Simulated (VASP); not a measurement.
Input of a VASP 6.6.1 run:

POSCAR

```
Mo
1.0
    3.1683686574      0.0000000000      0.0000000000
    0.0000000000      3.1683686574      0.0000000000
    1.5841843287     -1.5841843287      1.5706341579
Mo
1
Direct
    0.0000000000      0.0000000000      0.0000000000
```

INCAR.step1

```
  PREC = Accurate
  ENCUT = 520
  ISMEAR = 0
  SIGMA = 0.1
  LREAL = False
  LASPH = True
  NELM = 100
  NBANDS = 13
  GGA = PE
  ALGO = Normal
  EDIFF = 1E-4
  LWAVE = True
  LCHARG = False
```

Contents of INCAR.step2:

```
  PREC = Accurate
  ENCUT = 520
  EDIFF = 1E-7
  ISMEAR = 0
  SIGMA = 0.1
  LREAL = False
  LASPH = True
  NELM = 100
  ALGO = Normal
  ISIF = 2
  LWAVE = False
  LCHARG = False
  METAGGA = R2SCAN
  LMIXTAU = True
  NBANDS = 13
  ISTART = 1
```

KPOINTS

```
regular mesh
0
Gamma
  11 11 22
```

Potentials or basis: VASP PAW PBE potentials, release 64 (Mo_sv).

Launch:

```bash
$ cat potpaw_PBE.64/Mo_sv/POTCAR > POTCAR
$ cp INCAR.step1 INCAR
$ mpirun -np 1 vasp_std > vasp.out
$ cp INCAR.step2 INCAR
$ mpirun -np 1 vasp_std > vasp.out
```

Problem. Estimate the pressure.

Solution. -0.8 GPa.

Problem. Predict the band gap on the k mesh.

Solution. Zero (band 7 reaches 16.49 eV, above the bottom of band 8 at 11.02 eV).

Stress tensor (GPa, compression positive):
```
-1.79  0.00  0.00
 0.00 -1.79  0.00
 0.00  0.00  1.05
```

Caveat: the PAW data sets were made with another functional, which shifts forces and pressure a little.
